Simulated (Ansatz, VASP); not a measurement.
**One calculation of BeZn2O3, two programs**

```
Be Zn O
1.0
     3.64697    0.00000    0.00000
     0.00000    3.64697    0.00000
     0.00000    0.00000    6.43592
Be Zn O
1 2 3
Direct
  0.00000 0.00000 0.00000
  0.50000 0.50000 0.50000
  0.00000 0.00000 0.50000
  0.00000 0.00000 0.77140
  0.00000 0.00000 0.22860
  0.50000 0.50000 0.00000
```

Alike in both runs: functional PBE; k mesh 4 × 4 × 2; occupations gaussian, width 0.15 eV; no spin polarisation.

Ansatz relaxed the structure, and its values are those at the end. VASP's run is a single point on that final structure, the one shown.

|  | VASP | Ansatz |
| --- | --- | --- |
| version | VASP 6.6.1 | Ansatz 0.2.0 |
| potentials or method | VASP PAW PBE potentials, release 64 (Be, Zn, O), cutoff 600 eV | scalar-relativistic, plane waves, PAW |
| valence electrons in the cell | 44 | 44 |

```tsv
	VASP	Ansatz	Ansatz less VASP
gap on the k mesh at the Fermi level (eV)	none	none	-
pressure (GPa)	0.3	0.1	-0.16
rms of the force components (eV/Å)	0.066	0.014	-0.0518
```

A gap of «none» marks a metal or a gap that the smearing closes.

The k mesh is coarse, so the values compare programs but aren't converged.
